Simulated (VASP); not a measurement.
# Sn (I4_1/amd) in VASP: a series of runs

Sn is run at these levels: r2SCAN; tasks: single point.

All numbers are computed with VASP 6.6.1; they aren't measurements. Logs are shortened: lines on timing, memory, paths and dates and some standing lists are left out, and cuts for length are marked.

**1. The cell of the first run**

Symmetry: I4_1/amd, No. 141, tetragonal system. The conventional cell has a = 5.704 Å, b = 5.704 Å, c = 3.151 Å, α = 90.00°, β = 90.00°, γ = 90.00°. Within 3.9 Å of Sn (site symmetry -4m2) lie 10 Sn at 2.96 to 3.70 Å.

**2. Single point, r2SCAN (strain -0.030 along x and y, -0.015 along z)**

Input file POSCAR:

```
Sn
1.0
   -2.8519362416      2.8519362416      1.5753124591
    2.8519362416     -2.8519362416      1.5753124591
    2.8519362416      2.8519362416     -1.5753124591
Sn
2
Direct
    0.7500000000      0.2500000000      0.5000000000
    0.0000000000      0.0000000000      0.0000000000
```

Input file INCAR.step1:

```
SYSTEM = Sn
ALGO     = Normal         ! electronic algorithm
EDIFF    = 1E-4           ! SCF threshold, eV
ENCUT    = 520            ! plane-wave cutoff, eV
GGA      = PE             ! functional
ISMEAR   = 0              ! smearing method
LASPH    = .TRUE.         ! aspherical terms in the spheres
LCHARG   = .FALSE.        ! write CHGCAR
LREAL    = .FALSE.        ! projectors in reciprocal space
LWAVE    = .TRUE.         ! write WAVECAR
NBANDS   = 21             ! bands
NELM     = 60             ! most SCF steps
PREC     = Accurate       ! precision mode
SIGMA    = 0.15           ! smearing width, eV
```

Input file INCAR.step2:

```
SYSTEM = Sn
ALGO     = Normal         ! electronic algorithm
EDIFF    = 1E-6           ! SCF threshold, eV
ENCUT    = 520            ! plane-wave cutoff, eV
ISIF     = 2              ! what is computed and relaxed
ISMEAR   = 0              ! smearing method
ISTART   = 1            
LASPH    = .TRUE.         ! aspherical terms in the spheres
LCHARG   = .FALSE.        ! write CHGCAR
LMIXTAU  = .TRUE.       
LREAL    = .FALSE.        ! projectors in reciprocal space
LWAVE    = .FALSE.        ! write WAVECAR
METAGGA  = R2SCAN         ! meta-GGA
NBANDS   = 21             ! bands
NELM     = 60             ! most SCF steps
PREC     = Accurate       ! precision mode
SIGMA    = 0.15           ! smearing width, eV
```

Input file KPOINTS:

```
k-points
0
G
  16 16 16
  0 0 0
```

Potentials or basis: VASP PAW PBE potentials, release 64 (Sn_d).

Command:

```
cat potpaw_PBE.64/Sn_d/POTCAR > POTCAR
cp INCAR.step1 INCAR
mpirun -np 1 vasp_std > vasp.out
cp INCAR.step2 INCAR
mpirun -np 1 vasp_std > vasp.out
```

OUTCAR:

```text
SYSTEM = Sn
   EDIFF = 1E-6
   ENCUT = 520
   ISIF = 2
   ISMEAR = 0
   ISTART = 1
   LASPH = .TRUE.
   LREAL = .FALSE.
   METAGGA = R2SCAN
   NELM = 60
   PREC = Accurate

 ion  position               nearest neighbor table
   1  0.750  0.250  0.500-   2 2.96   2 2.96   2 2.96   2 2.96   2 3.70   2 3.70   2 3.70   2 3.70

   2  0.000  0.000  0.000-   1 2.96   1 2.96   1 2.96   1 2.96   1 3.70   1 3.70   1 3.70   1 3.70

  LATTYP: Found a body centered tetragonal cell.
 ALAT       =     5.7038724832
 C/A-ratio  =     0.5523659457

  Lattice vectors:

 A1 = (  -2.8519362416,   2.8519362416,   1.5753124591)
 A2 = (   2.8519362416,  -2.8519362416,   1.5753124591)
 A3 = (   2.8519362416,   2.8519362416,  -1.5753124591)

Analysis of symmetry for initial positions (statically):
=====================================================================
 Subroutine PRICEL returns:
 Original cell was already a primitive cell.

 Routine SETGRP: Setting up the symmetry group for a
 body centered tetragonal supercell.

 Subroutine GETGRP returns: Found 16 space group operations
 (whereof  8 operations were pure point group operations)
 out of a pool of 16 trial point group operations.

The static configuration has the point symmetry D_2d.
 The point group associated with its full space group is D_4h.

Analysis of symmetry for dynamics (positions and initial velocities):
=====================================================================
 Subroutine PRICEL returns:
 Original cell was already a primitive cell.

 Routine SETGRP: Setting up the symmetry group for a
 body centered tetragonal supercell.

 Subroutine GETGRP returns: Found 16 space group operations
 (whereof  8 operations were pure point group operations)
 out of a pool of 16 trial point group operations.

The dynamic configuration has the point symmetry D_2d.
 The point group associated with its full space group is D_4h.

 Subroutine INISYM returns: Found 16 space group operations
 (whereof  8 operations are pure point group operations),
 and found     1 'primitive' translations

----------------------------------------------------------------------------------------

                                     Primitive cell

  volume of cell :      51.2515

  direct lattice vectors                    reciprocal lattice vectors
[... 77 lines left out ...]
 SYSTEM =  Sn
   PREC   = accura    normal or accurate (medium, high low for compatibility)
   ISTART =      1    job   : 0-new  1-cont  2-samecut
   ICHARG =      0    charge: 1-file 2-atom 10-const
   ISPIN  =      1    spin polarized calculation?
   LNONCOLLINEAR =      F non collinear calculations
   LSORBIT =      F    spin-orbit coupling
   LASPH  =      T    aspherical Exc in radial PAW
   ENCUT  =  520.0 eV  38.22 Ry    6.18 a.u.   8.05  8.05  8.05*2*pi/ulx,y,z
   NELM   =     60;   NELMIN=  2; NELMDL=  0     # of ELM steps
   EDIFF  = 0.1E-05   stopping-criterion for ELM
   LREAL  =      F    real-space projection
   EDIFFG = 0.1E-04   stopping-criterion for IOM
   NSW    =      0    number of steps for IOM
   IBRION =     -1    ionic relax: 0-MD 1-quasi-New 2-CG
   NFREE  =      0    steps in history (QN), initial steepest desc. (CG)
   ISIF   =      2    stress and relaxation
   ISYM   =      2    0-nonsym 1-usesym 2-fastsym
   POTIM  = 0.5000    time-step for ionic-motion
   TEBEG  =    0.0;   TEEND  =   0.0 temperature during run
   PSTRESS=    0.0 pullay stress
   NELECT =      28.0000    total number of electrons
   NUPDOWN=      -1.0000    fix difference up-down
   EMIN   =  10.00;   EMAX   =-10.00  energy-range for DOS
   EFERMI =   0.00;   METHOD = LEGACY
   ISMEAR =     0;   SIGMA  =   0.15  broadening in eV -4-tet -1-fermi 0-gaus
   EFERMI_NEDOS =   21; number of points for ismear=-14 and -15
   IALGO  =     38    algorithm
   IMIX   =      4    mixing-type and parameters
     AMIX     =   0.40;   BMIX     =  1.00
     AMIX_MAG =   1.60;   BMIX_MAG =  1.00
  volume/ion in A,a.u.               =      25.63       172.93
  Fermi-wavevector in a.u.,A,eV,Ry     =   1.338316  2.529051 24.369262  1.791090
  Thomas-Fermi vector in A             =   2.466796
   LORBIT       =      0    0 simple, 1 ext, 2 COOP (PROOUT), +10 PAW based schemes
   METAGGA = R2SCAN    functional components
   LHFCALC =     F    Hartree Fock is set to
   AEXX    =    0.0000 exact exchange contribution
   IVDW    =     0    specifies the selected vdW correction
   LEPSILON=     F    determine dielectric tensor
   LRPA    =     F    only Hartree local field effects (RPA)
 non-spin polarized calculation
 Gauss-broadening in eV      SIGMA  =   0.15
  energy-cutoff  :      520.00
  volume of cell :       51.25
 maximum number of plane-waves:      1403
   NGX = 17   NGY = 17   NGZ = 17

 number of electron      28.0000022 magnetization

 Free energy of the ion-electron system (eV)
  ---------------------------------------------------
  ext. energy  EPLUGINS =         0.00000000
  ---------------------------------------------------
  free energy    TOTEN  =       -49.19111361 eV

  energy without entropy =      -49.18237990  energy(sigma->0) =      -49.18674675

 E-fermi :   8.6883     XC(G=0): -11.4353

 val. band max:        8.6700628530   @ k =   0.4375   0.4375  -0.0000
 cond. band min:       8.6903251842   @ k =   0.5000   0.1250   0.0625
 fundamental gap:      0.0202623312
 Fermi energy:         8.6882772529

 k-point     1 :       0.0000    0.0000    0.0000
  band No.  band energies     occupation
      1     -13.8158      2.00000
      2     -13.6833      2.00000
      3     -13.6524      2.00000
      4     -13.6194      2.00000
      5     -13.4393      2.00000
      6     -13.4393      2.00000
[... 565 lines left out ...]
     20      19.6176      0.00000
     21      19.7826      0.00000

 [... further k-points ...]
[... 5 lines left out ...]
  --------------------------------------------------------------------------------------
  -------------------------------------------------------------------------------------
  Total        1.7613385      1.7613385      1.1111258      0.0000000     -0.0000000      0.0000000
  in kB       55.0613795     55.0613795     34.7350151      0.0000000     -0.0000000      0.0000000
  external PRESSURE =      48.2859247 kB  Pullay stress =       0.0000000 kB

 VOLUME and BASIS-vectors are now :
 -----------------------------------------------------------------------------
  energy-cutoff  :      520.00
  volume of cell :       51.25
      direct lattice vectors                 reciprocal lattice vectors
    -2.851936242  2.851936242  1.575312459     0.000000000  0.175319487  0.317397350
     2.851936242 -2.851936242  1.575312459     0.175319487  0.000000000  0.317397350
     2.851936242  2.851936242 -1.575312459     0.175319487  0.175319487  0.000000000

 POSITION                                       TOTAL-FORCE (eV/Angst)
 -----------------------------------------------------------------------------------
      0.00000      2.85194      0.78766        -0.000000      0.000000      0.000000
      0.00000      0.00000      0.00000         0.000000     -0.000000     -0.000000
 -----------------------------------------------------------------------------------
    total drift:                                0.000000     -0.000000      0.000000

  FREE ENERGIE OF THE ION-ELECTRON SYSTEM (eV)
  ---------------------------------------------------
  free  energy   TOTEN  =       -49.1911136074 eV

  energy  without entropy=      -49.1823799019  energy(sigma->0) =      -49.18674675
```

Run time: 9.9 min. Hardware: 1 thread of Intel Xeon 6975P-C, shared host; peak memory 0.41 GiB.

What came out:

| Property | Result |
| --- | --- |
| Free energy | -49.1911 eV |
| Pressure | 4.8 GPa |
| Band gap on the k mesh | zero (band 14 reaches 10.63 eV, above the bottom of band 15 at 5.56 eV) |

Caveat: the cell differs from its parent crystal (strain -0.030 along x and y, -0.015 along z); the PAW data sets were made with another functional, which shifts forces and pressure a little; spin-orbit coupling is left out, which moves the levels of the heavy elements.

**3. Single point, r2SCAN (strain -0.030 along x and y, +0.030 along z)**

Input file POSCAR:

```
Sn
1.0
   -2.8519362416      2.8519362416      1.6472810486
    2.8519362416     -2.8519362416      1.6472810486
    2.8519362416      2.8519362416     -1.6472810486
Sn
2
Direct
    0.7500000000      0.2500000000      0.5000000000
    0.0000000000      0.0000000000      0.0000000000
```

Input file INCAR.step1:

```
SYSTEM = Sn
ALGO     = Normal         ! electronic algorithm
EDIFF    = 1E-4           ! SCF threshold, eV
ENCUT    = 520            ! plane-wave cutoff, eV
GGA      = PE             ! functional
ISMEAR   = 0              ! smearing method
LASPH    = .True.         ! aspherical terms in the spheres
LCHARG   = .False.        ! write CHGCAR
LREAL    = .False.        ! projectors in reciprocal space
LWAVE    = .True.         ! write WAVECAR
NBANDS   = 21             ! bands
NELM     = 80             ! most SCF steps
PREC     = Accurate       ! precision mode
SIGMA    = 0.15           ! smearing width, eV
```

Input file INCAR.step2:

```
SYSTEM = Sn
ALGO     = Normal         ! electronic algorithm
EDIFF    = 1E-7           ! SCF threshold, eV
ENCUT    = 520            ! plane-wave cutoff, eV
ISIF     = 2              ! what is computed and relaxed
ISMEAR   = 0              ! smearing method
ISTART   = 1            
LASPH    = .True.         ! aspherical terms in the spheres
LCHARG   = .False.        ! write CHGCAR
LMIXTAU  = .True.       
LREAL    = .False.        ! projectors in reciprocal space
LWAVE    = .False.        ! write WAVECAR
METAGGA  = R2SCAN         ! meta-GGA
NBANDS   = 21             ! bands
NELM     = 80             ! most SCF steps
PREC     = Accurate       ! precision mode
SIGMA    = 0.15           ! smearing width, eV
```

Input file KPOINTS:

```
k-points
0
Gamma
  16 16 16
  0 0 0
```

Potentials or basis: VASP PAW PBE potentials, release 64 (Sn_d).

Command:

```
cat potpaw_PBE.64/Sn_d/POTCAR > POTCAR
cp INCAR.step1 INCAR
mpirun -np 1 vasp_std > vasp.out
cp INCAR.step2 INCAR
mpirun -np 1 vasp_std > vasp.out
```

It took 7.3 min on 1 thread of Intel Xeon 6975P-C (Granite Rapids), shared host; peak memory 0.42 GiB.

Results (log left out):

| Quantity | Value |
| --- | --- |
| Free energy | -49.2130 eV |
| Pressure | 2.1 GPa |
| Band gap on the k mesh | zero (band 14 reaches 10.24 eV, above the bottom of band 15 at 5.04 eV) |

Stress tensor (GPa, compression positive):
```
 3.27  0.00  0.00
 0.00  3.27  0.00
 0.00  0.00 -0.35
```

Levels at points of the mesh, in eV from the Fermi level:
```tsv
k point	band 12	band 13	band 14	band 15	band 16	band 17
(0.00, 0.00, 0.00)	-3.00	-1.99	-1.99	3.52	6.41	6.46
(0.50, 0.00, 0.00)	-5.91	-2.24	-1.72	-1.58	2.40	3.13
(0.50, 0.50, 0.00)	-9.29	0.80	0.80	2.31	2.31	5.55
(0.50, 0.50, 0.50)	-7.67	-5.09	-5.09	4.28	4.28	10.84
```

Caveat: the cell differs from its parent crystal (strain -0.030 along x and y, +0.030 along z); the PAW data sets were made with another functional, which shifts forces and pressure a little; spin-orbit coupling is left out, which moves the levels of the heavy elements.

**4. Single point, r2SCAN (strain -0.015 along x and y, +0.000 along z)**

Input file POSCAR:

```
Sn
1.0
   -2.8960383485      2.8960383485      1.5993019889
    2.8960383485     -2.8960383485      1.5993019889
    2.8960383485      2.8960383485     -1.5993019889
Sn
2
Direct
    0.7500000000      0.2500000000      0.5000000000
    0.0000000000      0.0000000000      0.0000000000
```

Input file INCAR.step1:

```
SYSTEM = Sn
PREC = Accurate ; ENCUT = 520
ISMEAR = 0 ; SIGMA = 0.15
LREAL = .FALSE. ; LASPH = .TRUE.
NELM = 80 ; NBANDS = 21
GGA = PE ; ALGO = Normal
EDIFF = 1E-4 ; LWAVE = .TRUE.
LCHARG = .FALSE.
```

Input file INCAR.step2:

```
SYSTEM = Sn
PREC = Accurate ; ENCUT = 520
EDIFF = 1E-6 ; ISMEAR = 0
SIGMA = 0.15 ; LREAL = .FALSE.
LASPH = .TRUE. ; NELM = 80
ALGO = Normal ; ISIF = 2
LWAVE = .FALSE. ; LCHARG = .FALSE.
METAGGA = R2SCAN ; LMIXTAU = .TRUE.
NBANDS = 21 ; ISTART = 1
```

Input file KPOINTS:

```
Automatic mesh
0
G
  16 16 16
  0 0 0
```

Command:

```
cat potpaw_PBE.64/Sn_d/POTCAR > POTCAR
cp INCAR.step1 INCAR
mpirun -np 1 vasp_std > vasp.out
cp INCAR.step2 INCAR
mpirun -np 1 vasp_std > vasp.out
```

Run time: 35 min. Hardware: 1 thread of AMD EPYC 9R45 (Zen 5), shared host; peak memory 0.41 GiB.

It converged, with:

| Quantity | Value |
| --- | --- |
| Free energy | -49.2402 eV |
| Pressure | 1.7 GPa |
| Band gap on the k mesh | zero (band 14 reaches 9.89 eV, above the bottom of band 15 at 5.15 eV) |

Stress tensor (GPa, compression positive):
```
2.20 0.00 0.00
0.00 2.20 0.00
0.00 0.00 0.58
```

Levels at points of the mesh, in eV from the Fermi level:
```csv
k point,band 12,band 13,band 14,band 15,band 16,band 17
"(0.00, 0.00, 0.00)",-3.50,-2.17,-2.17,3.35,6.70,6.70
"(0.50, 0.00, 0.00)",-5.75,-2.33,-1.89,-1.39,2.45,3.05
"(0.50, 0.50, 0.00)",-9.38,0.59,0.59,1.92,1.92,6.21
"(0.50, 0.50, 0.50)",-7.88,-5.13,-5.13,5.09,5.09,10.23
```

Caveat: the cell differs from its parent crystal (strain -0.015 along x and y, +0.000 along z); the PAW data sets were made with another functional, which shifts forces and pressure a little; spin-orbit coupling is left out, which moves the levels of the heavy elements.

**5. Summary**

| cell | gap on the mesh (eV) | pressure (GPa) |
| --- | --- | --- |
| a = 4.330 Å, angles 97.6, 97.6, 137.3°, 2 atoms | none | 4.8 |
| a = 4.357 Å, angles 98.2, 98.2, 135.6°, 2 atoms | none | 2.1 |
| a = 4.397 Å, angles 97.6, 97.6, 137.3°, 2 atoms | none | 1.7 |

Alike in all rows: task single point; level r2SCAN; potentials or basis VASP PAW PBE potentials, release 64 (Sn_d); no spin polarisation; k mesh 16 × 16 × 16; cutoff (eV) 520; smearing gaussian 0.15 eV.

Caveats: the PAW data sets were made with another functional, which shifts forces and pressure a little; spin-orbit coupling is left out, which moves the levels of the heavy elements.

Total energies depend on the potentials used, so only differences within one code and one set of settings carry meaning.
